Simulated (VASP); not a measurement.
Runs of VASP 6.6.1 on NaI. The structure is that of space group Cmmm (No. 65), or close to it. The cells are those of the table. 

| task | cell | k mesh | cutoff (eV) | smearing | gap on the mesh (eV) | pressure (GPa) |
| --- | --- | --- | --- | --- | --- | --- |
| relaxation of cell and atoms | relaxed from a = 4.381, b = 4.381, c = 4.429 Å, angles 90.0, 90.0, 119.3°, 2 atoms | 6 × 6 × 6 | 600 | gaussian 0.02 eV | 2.48 | 0.0 |
| relaxation of cell and atoms | relaxed from a = 4.149, b = 4.149, c = 4.105 Å, angles 90.0, 90.0, 109.9°, 2 atoms | 8 × 8 × 8 | 600 | gaussian 0.02 eV | 2.49 | 0.0 |
| single point | a = 4.381, b = 4.381, c = 4.429 Å, angles 90.0, 90.0, 119.3°, 2 atoms | 4 × 4 × 4 | 520 | gaussian 0.1 eV | 2.53 | (a) |
| single point | a = 4.149, b = 4.149, c = 4.105 Å, angles 90.0, 90.0, 109.9°, 2 atoms | 8 × 8 × 8 | 520 | gaussian 0.02 eV | 2.49 | 0.0 |
| single point | a = 4.149, b = 4.149, c = 4.105 Å, angles 90.0, 90.0, 109.9°, 2 atoms | 6 × 6 × 6 | 520 | gaussian 0.02 eV | 2.49 | 0.0 |

Alike in all rows: level PBE+D3(BJ); potentials or basis VASP PAW PBE potentials, release 64 (Na_pv, I); no spin polarisation.

**Question.** Fill in the values left out.

**Answer.** (a) -0.6.

Caveats: spin-orbit coupling is left out, which moves the levels of the heavy elements; the relaxation stopped at its first step, so nothing moved (some runs).

A k mesh can miss the band edges, and the runs leave out spin-orbit coupling on I.
